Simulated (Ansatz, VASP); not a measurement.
**One calculation of Sc, two programs**

```
Sc
1.0
     0.00000    2.25142    2.25142
     2.25142    0.00000    2.25142
     2.25142    2.25142    0.00000
Sc
1
Direct
  0.00000 0.00000 0.00000
```

Change from the starting cell: volume scaled by 0.975, PAW files.

Alike in both runs: task electric field gradients; functional PBE; k mesh 12 × 12 × 12; occupations fermi-dirac, width 0.03 eV; no spin polarisation.

|  | VASP | Ansatz |
| --- | --- | --- |
| version | VASP 6.6.1 | Ansatz 0.2.0 |
| potentials or method | VASP PAW PBE potentials, release 64 (Sc_sv) | PAW with Ansatz's default frozen-core files, scalar-relativistic |
| plane-wave cutoff (eV) | 520 | 420 |
| valence electrons in the cell | 11 | 11 |

Ansatz gave:

```
pressure (GPa) : 4.5
```

Estimate VASP's values.

pressure (GPa): 4.6.
